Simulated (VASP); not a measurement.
# InSb3 (Fm-3m) in VASP: settings compared

Aim: see how the results for InSb3 move with the level of theory and the settings. Levels: PBE+D3(BJ), PBEsol, r2SCAN. Tasks: single point.

Everything below comes from runs of VASP 6.6.1. Logs are shortened: lines on timing, memory, paths and dates and some standing lists are left out, and cuts for length are marked.

## (1) The cell of the first run

Symmetry: Fm-3m, No. 225, cubic system. Conventional cell: a = 7.381 Å, b = 7.381 Å, c = 7.381 Å, α = 90.00°, β = 90.00°, γ = 90.00°. In (site symmetry m-3m) has 14 Sb at 3.20 to 3.69 Å within 4.2 Å. Within 4.2 Å of Sb (site symmetry -43m) lie 4 In at 3.20 Å and 10 Sb at 3.20 to 3.69 Å. Within 4.2 Å of Sb (site symmetry m-3m) lie 8 Sb at 3.20 Å and 6 In at 3.69 Å.

## (2) Single point, PBE+D3(BJ), collinear spin

Input file INCAR:

```
PREC = Accurate
ENCUT = 520
EDIFF = 1E-6
ISMEAR = 0
SIGMA = 0.1
LREAL = F
LASPH = T
NELM = 150
ALGO = Normal
ISIF = 2
LWAVE = F
LCHARG = F
ISPIN = 2
MAGMOM = 0.2 0.2 0.2 0.2
LORBIT = 11
GGA = PE
IVDW = 12
NBANDS = 26
```

Input file KPOINTS:

```
Automatic mesh
0
Gamma
  10 10 10
```

Input file POSCAR:

```
InSb3
1.0
    0.0000000000      3.6902641731      3.6902641731
    3.6902641731      0.0000000000      3.6902641731
    3.6902641731      3.6902641731      0.0000000000
In Sb
1 3
Direct
    0.0000000000      0.0000000000      0.0000000000
    0.2500000000      0.2500000000      0.2500000000
    0.7500000000      0.7500000000      0.7500000000
    0.5000000000      0.5000000000      0.5000000000
```

Potentials or basis: VASP PAW PBE potentials, release 64 (In_d, Sb).

The run is started by

```sh
> cat potpaw_PBE.64/In_d/POTCAR potpaw_PBE.64/Sb/POTCAR > POTCAR
> mpirun -np 1 vasp_std > vasp.out
```

OUTCAR:

```text
PREC = Accurate
   ENCUT = 520
   EDIFF = 1E-6
   ISMEAR = 0
   LREAL = F
   LASPH = T
   NELM = 150
   ISIF = 2
   ISPIN = 2
   LORBIT = 11
   GGA = PE
   IVDW = 12
 IVDW          = 12

 ion  position               nearest neighbor table
   1  0.000  0.000  0.000-   3 3.20   3 3.20   3 3.20   2 3.20   2 3.20   2 3.20   3 3.20   2 3.20
                             4 3.69   4 3.69   4 3.69   4 3.69   4 3.69   4 3.69
   2  0.250  0.250  0.250-   1 3.20   1 3.20   1 3.20   4 3.20   4 3.20   4 3.20   4 3.20   1 3.20
                             3 3.69   3 3.69   3 3.69   3 3.69   3 3.69   3 3.69
   3  0.750  0.750  0.750-   4 3.20   4 3.20   4 3.20   1 3.20   1 3.20   1 3.20   4 3.20   1 3.20
                             2 3.69   2 3.69   2 3.69   2 3.69   2 3.69   2 3.69
   4  0.500  0.500  0.500-   2 3.20   2 3.20   2 3.20   3 3.20   3 3.20   3 3.20   3 3.20   2 3.20
                             1 3.69   1 3.69   1 3.69   1 3.69   1 3.69   1 3.69

  LATTYP: Found a face centered cubic cell.
 ALAT       =     7.3805283462

  Lattice vectors:

 A1 = (   0.0000000000,   3.6902641731,   3.6902641731)
 A2 = (   3.6902641731,   0.0000000000,   3.6902641731)
 A3 = (   3.6902641731,   3.6902641731,   0.0000000000)

Analysis of symmetry for initial positions (statically):
=====================================================================
 Subroutine PRICEL returns:
 Original cell was already a primitive cell.

 Routine SETGRP: Setting up the symmetry group for a
 face centered cubic supercell.

 Subroutine GETGRP returns: Found 48 space group operations
 (whereof 48 operations were pure point group operations)
 out of a pool of 48 trial point group operations.

The static configuration has the point symmetry O_h .

Analysis of symmetry for dynamics (positions and initial velocities):
=====================================================================
 Subroutine PRICEL returns:
 Original cell was already a primitive cell.

 Routine SETGRP: Setting up the symmetry group for a
 face centered cubic supercell.

 Subroutine GETGRP returns: Found 48 space group operations
 (whereof 48 operations were pure point group operations)
 out of a pool of 48 trial point group operations.

The dynamic configuration has the point symmetry O_h .

Analysis of structural, dynamic, and magnetic symmetry:
=====================================================================
 Subroutine PRICEL returns:
 Original cell was already a primitive cell.

 Routine SETGRP: Setting up the symmetry group for a
 face centered cubic supercell.

 Subroutine GETGRP returns: Found 48 space group operations
 (whereof 48 operations were pure point group operations)
 out of a pool of 48 trial point group operations.

The overall configuration has the point symmetry O_h .

 Subroutine INISYM returns: Found 48 space group operations
 (whereof 48 operations are pure point group operations),
 and found     1 'primitive' translations

----------------------------------------------------------------------------------------

                                     Primitive cell

  volume of cell :     100.5084

  direct lattice vectors                    reciprocal lattice vectors
     0.000000000  3.690264173  3.690264173    -0.135491655  0.135491655  0.135491655
     3.690264173  0.000000000  3.690264173     0.135491655 -0.135491655  0.135491655
     3.690264173  3.690264173  0.000000000     0.135491655  0.135491655 -0.135491655

  length of vectors
     5.218821642  5.218821642  5.218821642     0.234678430  0.234678430  0.234678430

  position of ions in fractional coordinates (direct lattice)
     0.000000000  0.000000000  0.000000000
     0.250000000  0.250000000  0.250000000
     0.750000000  0.750000000  0.750000000
     0.500000000  0.500000000  0.500000000

  ion indices of the primitive-cell ions
   primitive index   ion index
                 1           1
                 2           2
                 3           3
                 4           4

----------------------------------------------------------------------------------------

 KPOINTS: Automatic mesh

Automatic generation of k-mesh.
[... 24 lines left out ...]
  0.100000  0.000000  0.000000      8.000000
  0.200000  0.000000  0.000000      8.000000
  0.300000  0.000000  0.000000      8.000000
  0.400000  0.000000  0.000000      8.000000
  0.500000  0.000000  0.000000      4.000000
[... 16 lines left out ...]
  0.300000  0.300000  0.000000      6.000000
  0.400000  0.300000  0.000000     24.000000
 [... further k-points ...]
   k-points           NKPTS =     47   k-points in BZ     NKDIM =     47   number of bands    NBANDS=     26
   number of dos      NEDOS =    301   number of ions     NIONS =      4
   total plane-waves  NPLWV =  64000
   dimension x,y,z NGX =    40 NGY =   40 NGZ =   40
   dimension x,y,z NGXF=    80 NGYF=   80 NGZF=   80
   ions per type =               1   3
   NGX,Y,Z   is equivalent  to a cutoff of  12.74, 12.74, 12.74 a.u.
   NGXF,Y,Z  is equivalent  to a cutoff of  25.48, 25.48, 25.48 a.u.
 SYSTEM =  unknown system
   PREC   = accura    normal or accurate (medium, high low for compatibility)
   ISTART =      0    job   : 0-new  1-cont  2-samecut
   ICHARG =      2    charge: 1-file 2-atom 10-const
   ISPIN  =      2    spin polarized calculation?
   LNONCOLLINEAR =      F non collinear calculations
   LSORBIT =      F    spin-orbit coupling
   LASPH  =      T    aspherical Exc in radial PAW
   ENCUT  =  520.0 eV  38.22 Ry    6.18 a.u.   9.70  9.70  9.70*2*pi/ulx,y,z
   NELM   =    150;   NELMIN=  2; NELMDL= -5     # of ELM steps
   EDIFF  = 0.1E-05   stopping-criterion for ELM
   LREAL  =      F    real-space projection
   EDIFFG = 0.1E-04   stopping-criterion for IOM
   NSW    =      0    number of steps for IOM
   IBRION =     -1    ionic relax: 0-MD 1-quasi-New 2-CG
   NFREE  =      0    steps in history (QN), initial steepest desc. (CG)
   ISIF   =      2    stress and relaxation
   ISYM   =      2    0-nonsym 1-usesym 2-fastsym
   POTIM  = 0.5000    time-step for ionic-motion
   TEBEG  =    0.0;   TEEND  =   0.0 temperature during run
   PSTRESS=    0.0 pullay stress
   NELECT =      28.0000    total number of electrons
   NUPDOWN=      -1.0000    fix difference up-down
   EMIN   =  10.00;   EMAX   =-10.00  energy-range for DOS
   EFERMI =   0.00;   METHOD = LEGACY
   ISMEAR =     0;   SIGMA  =   0.10  broadening in eV -4-tet -1-fermi 0-gaus
   EFERMI_NEDOS =   21; number of points for ismear=-14 and -15
   IALGO  =     38    algorithm
   IMIX   =      4    mixing-type and parameters
     AMIX     =   0.40;   BMIX     =  1.00
     AMIX_MAG =   1.60;   BMIX_MAG =  1.00
  volume/ion in A,a.u.               =      25.13       169.57
  Fermi-wavevector in a.u.,A,eV,Ry     =   1.069203  2.020500 15.554105  1.143194
  Thomas-Fermi vector in A             =   2.204875
   LORBIT       =     11    0 simple, 1 ext, 2 COOP (PROOUT), +10 PAW based schemes
   GGA     = PE    functional components
   LHFCALC =     F    Hartree Fock is set to
   AEXX    =    0.0000 exact exchange contribution
   IVDW    =    12    specifies the selected vdW correction
   LEPSILON=     F    determine dielectric tensor
   LRPA    =     F    only Hartree local field effects (RPA)
 spin polarized calculation
 Gauss-broadening in eV      SIGMA  =   0.10
  energy-cutoff  :      520.00
  volume of cell :      100.51
 maximum number of plane-waves:      2733
   NGX = 19   NGY = 19   NGZ = 19

 number of electron      28.0000008 magnetization      -0.0003548

 number of electron      28.0000008 magnetization       0.0000404

 Free energy of the ion-electron system (eV)
  ---------------------------------------------------
  ext. energy  EPLUGINS =         0.00000000
  ---------------------------------------------------
  free energy    TOTEN  =       -14.18431966 eV

  energy without entropy =      -14.17674321  energy(sigma->0) =      -14.18053143

 E-fermi :   9.0167     XC(G=0): -10.5158

 val. band max:        9.0160956373   @ k =   0.2000   0.0000   0.0000
 cond. band min:       9.0606898148   @ k =   0.4000   0.4000   0.0000
 fundamental gap:      0.0445941775
 Fermi energy:         9.0166720139

 spin component 1

 k-point     1 :       0.0000    0.0000    0.0000
  band No.  band energies     occupation
      1      -5.5356      1.00000
      2      -5.5356      1.00000
      3      -5.5356      1.00000
      4      -5.4929      1.00000
      5      -5.4929      1.00000
      6      -3.8121      1.00000
[... 685 lines left out ...]
     25      18.6599      0.00000
     26      18.8425      0.00000

 [... further k-points ...]

 spin component 2

 k-point     1 :       0.0000    0.0000    0.0000
  band No.  band energies     occupation
      1      -5.5357      1.00000
      2      -5.5357      1.00000
      3      -5.5357      1.00000
      4      -5.4930      1.00000
      5      -5.4930      1.00000
      6      -3.8121      1.00000
[... 685 lines left out ...]
     25      18.6593      0.00000
     26      18.8380      0.00000

 [... further k-points ...]

------------------------ aborting loop because EDIFF is reached ----------------------------------------

 Edisp (eV)   -2.01592

 E8    (eV) :    -0.9449

  FORCE on cell =-STRESS in cart. coord.  units (eV):
  Direction    XX          YY          ZZ          XY          YZ          ZX
  --------------------------------------------------------------------------------------
  -------------------------------------------------------------------------------------
  Total       1.17567     1.17567     1.17567     0.00000    -0.00000     0.00000
  in kB      18.74101    18.74101    18.74101     0.00000    -0.00000     0.00000
  external pressure =       18.74 kB  Pullay stress =        0.00 kB

 VOLUME and BASIS-vectors are now :
 -----------------------------------------------------------------------------
  energy-cutoff  :      520.00
  volume of cell :      100.51
      direct lattice vectors                 reciprocal lattice vectors
     0.000000000  3.690264173  3.690264173    -0.135491655  0.135491655  0.135491655
     3.690264173  0.000000000  3.690264173     0.135491655 -0.135491655  0.135491655
     3.690264173  3.690264173  0.000000000     0.135491655  0.135491655 -0.135491655

 POSITION                                       TOTAL-FORCE (eV/Angst)
 -----------------------------------------------------------------------------------
      0.00000      0.00000      0.00000         0.000000      0.000000      0.000000
      1.84513      1.84513      1.84513         0.000000      0.000000     -0.000000
      5.53540      5.53540      5.53540        -0.000000     -0.000000      0.000000
      3.69026      3.69026      3.69026         0.000000      0.000000      0.000000
 -----------------------------------------------------------------------------------
    total drift:                               -0.000000      0.000000      0.000000

  FREE ENERGIE OF THE ION-ELECTRON SYSTEM (eV)
  ---------------------------------------------------
  free  energy   TOTEN  =       -16.2002432220 eV

  energy  without entropy=      -16.1926667720  energy(sigma->0) =      -16.19645500

 total charge

# of ion       s       p       d       tot
------------------------------------------
    1        0.985   0.518   9.865  11.368
    2        1.235   1.097   0.042   2.374
    3        1.235   1.097   0.042   2.374
    4        1.250   1.062   0.049   2.360
--------------------------------------------------
tot          4.705   3.773   9.998  18.476

 magnetization (x)

# of ion       s       p       d       tot
------------------------------------------
    1       -0.000   0.000  -0.000  -0.000
    2       -0.000  -0.000   0.000  -0.000
    3       -0.000  -0.000   0.000  -0.000
    4       -0.000  -0.000   0.000  -0.000
--------------------------------------------------
tot         -0.000  -0.000   0.000  -0.000
```

It took 6.4 min on 1 thread of Intel Xeon 8259CL, shared host; peak memory 0.4 GiB.

Results:

```
Free energy                                           : -16.2002 eV
Pressure                                              : 1.9 GPa
Band gap on the k mesh                                : zero (filled and empty bands overlap)
Net moment                                            : 0.00 μB per cell
Valence electrons inside the program's atomic spheres : In 11.37; Sb 2.37, 2.36 (each value once)
Dispersion energy per atom                            : -0.504 eV
```

Levels at points of the mesh, in eV from the Fermi level:
Spin up:
```
           k point  band 10  band 11  band 12  band 13  band 14  band 15  band 16  band 17  band 18  band 19
(0.00, 0.00, 0.00)    -2.70    -2.70    -2.58    -2.58    -2.58    -1.95    -0.80    -0.80    -0.80     3.40
(0.50, 0.00, 0.00)    -3.71    -3.71    -2.88    -2.88    -0.05     0.13     2.09     2.09     3.12     3.12
(0.50, 0.50, 0.00)    -5.51    -5.51     0.66     1.03     1.03     1.64     1.95     1.98     1.98     4.45
```
Spin down:
| k point | band 10 | band 11 | band 12 | band 13 | band 14 | band 15 | band 16 | band 17 | band 18 | band 19 |
| --- | --- | --- | --- | --- | --- | --- | --- | --- | --- | --- |
| (0.00, 0.00, 0.00) | -2.70 | -2.70 | -2.58 | -2.58 | -2.58 | -1.95 | -0.80 | -0.80 | -0.80 | 3.40 |
| (0.50, 0.00, 0.00) | -3.71 | -3.71 | -2.88 | -2.88 | -0.05 | 0.13 | 2.09 | 2.09 | 3.12 | 3.12 |
| (0.50, 0.50, 0.00) | -5.51 | -5.51 | 0.66 | 1.03 | 1.03 | 1.64 | 1.95 | 1.98 | 1.98 | 4.45 |

Caveat: spin-orbit coupling is left out, which moves the levels of the heavy elements.

## (3) Single point, PBEsol

This run uses another cell than the first one, of 25.90 Å³/atom.

Input file INCAR:

```
SYSTEM = InSb3
ALGO = Normal
EDIFF = 1E-6
ENCUT = 520
GGA = PS
ISIF = 2
ISMEAR = 0
LASPH = .TRUE.
LCHARG = .FALSE.
LREAL = .FALSE.
LWAVE = .FALSE.
NBANDS = 22
NELM = 80
PREC = Accurate
SIGMA = 0.1
```

Input file KPOINTS:

```
k-points
0
G
  10 10 10
  0 0 0
```

Input file POSCAR:

```
InSb3
1.0
    0.0000000000      3.7279225309      3.7279225309
    3.7279225309      0.0000000000      3.7279225309
    3.7279225309      3.7279225309      0.0000000000
In Sb
1 3
Direct
    0.0000000000      0.0000000000      0.0000000000
    0.2500000000      0.2500000000      0.2500000000
    0.7500000000      0.7500000000      0.7500000000
    0.5000000000      0.5000000000      0.5000000000
```

Potentials or basis: VASP PAW PBE potentials, release 64 (In_d, Sb).

The run is started by

```sh
> cat potpaw_PBE.64/In_d/POTCAR potpaw_PBE.64/Sb/POTCAR > POTCAR
> mpirun -np 1 vasp_std > vasp.out
```

It took 2.3 min on 1 thread of Intel Xeon 8259CL, shared host; peak memory 0.3 GiB.

The run converged. Its results:

```
Free energy            : -16.1660 eV
Pressure               : -0.2 GPa
Band gap on the k mesh : zero (bands 14 and 15 overlap by 3.34 eV)
```

Levels at points of the mesh, in eV from the Fermi level:
| k point | band 12 | band 13 | band 14 | band 15 | band 16 | band 17 |
| --- | --- | --- | --- | --- | --- | --- |
| (0.00, 0.00, 0.00) | -2.49 | -2.49 | -2.49 | -2.11 | -0.76 | -0.76 |
| (0.50, 0.00, 0.00) | -2.77 | -2.77 | -0.12 | 0.05 | 2.05 | 2.05 |
| (0.50, 0.50, 0.00) | 0.54 | 1.00 | 1.00 | 1.49 | 1.88 | 1.93 |

Caveat: the PAW data sets were made with another functional, which shifts forces and pressure a little; spin-orbit coupling is left out, which moves the levels of the heavy elements.

## (4) Single point, r2SCAN

This run uses another cell than the first one, of 25.90 Å³/atom.

POSCAR is that of step 3.

Input file INCAR.step1:

```
PREC     = Accurate       # precision mode
ENCUT    = 520            # plane-wave cutoff, eV
ISMEAR   = 0              # smearing method
SIGMA    = 0.1            # smearing width, eV
LREAL    = F              # projectors in reciprocal space
LASPH    = T              # aspherical terms in the spheres
NELM     = 100            # most SCF steps
NBANDS   = 22             # bands
GGA      = PE             # functional
ALGO     = Normal         # electronic algorithm
EDIFF    = 1E-4           # SCF threshold, eV
LWAVE    = T              # write WAVECAR
LCHARG   = F              # write CHGCAR
```

Input file INCAR.step2:

```
PREC     = Accurate       # precision mode
ENCUT    = 520            # plane-wave cutoff, eV
EDIFF    = 1E-6           # SCF threshold, eV
ISMEAR   = 0              # smearing method
SIGMA    = 0.1            # smearing width, eV
LREAL    = F              # projectors in reciprocal space
LASPH    = T              # aspherical terms in the spheres
NELM     = 100            # most SCF steps
ALGO     = Normal         # electronic algorithm
ISIF     = 2              # what is computed and relaxed
LWAVE    = F              # write WAVECAR
LCHARG   = F              # write CHGCAR
METAGGA  = R2SCAN         # meta-GGA
LMIXTAU  = T            
NBANDS   = 22             # bands
ISTART   = 1
```

Input file KPOINTS:

```
Automatic mesh
0
Gamma
  10 10 10
```

The run is started by

```sh
> cat potpaw_PBE.64/In_d/POTCAR potpaw_PBE.64/Sb/POTCAR > POTCAR
> cp INCAR.step1 INCAR
> mpirun -np 1 vasp_std > vasp.out
> cp INCAR.step2 INCAR
> mpirun -np 1 vasp_std > vasp.out
```

Run time: 9.7 min. Hardware: 1 thread of Intel Xeon 8259CL, shared host; peak memory 0.32 GiB.

Results (log left out):

```
Free energy            : -98.6424 eV
Pressure               : 2.1 GPa
Band gap on the k mesh : zero (bands 14 and 15 overlap by 3.14 eV)
```

Levels at points of the mesh, in eV from the Fermi level:
| k point | band 10 | band 11 | band 12 | band 13 | band 14 | band 15 | band 16 | band 17 | band 18 | band 19 |
| --- | --- | --- | --- | --- | --- | --- | --- | --- | --- | --- |
| (0.00, 0.00, 0.00) | -2.78 | -2.78 | -2.67 | -2.67 | -2.67 | -1.97 | -0.82 | -0.82 | -0.82 | 3.78 |
| (0.50, 0.00, 0.00) | -3.83 | -3.83 | -2.93 | -2.93 | -0.08 | 0.06 | 2.14 | 2.14 | 3.33 | 3.33 |
| (0.50, 0.50, 0.00) | -5.64 | -5.64 | 0.70 | 0.94 | 0.94 | 1.71 | 1.87 | 1.97 | 1.97 | 4.61 |

Caveat: the PAW data sets were made with another functional, which shifts forces and pressure a little; spin-orbit coupling is left out, which moves the levels of the heavy elements.

## (5) The runs side by side

```tsv
level	spin	cell	gap on the mesh (eV)	pressure (GPa)
PBE+D3(BJ)	collinear	a = 5.219 Å, angles 60.0°, 4 atoms	none	1.9
PBEsol	off	a = 5.272 Å, angles 60.0°, 4 atoms	none	-0.2
r2SCAN	off	a = 5.272 Å, angles 60.0°, 4 atoms	none	2.1
```

Alike in all rows: task single point; potentials or basis VASP PAW PBE potentials, release 64 (In_d, Sb); k mesh 10 × 10 × 10; cutoff (eV) 520; smearing gaussian 0.1 eV.

Caveats: spin-orbit coupling is left out, which moves the levels of the heavy elements; the PAW data sets were made with another functional, which shifts forces and pressure a little (at least some runs).

Absolute energies hang on the potentials; compare differences alone.

The gap in the log of VASP goes by the Fermi energy; the results here count the filled bands.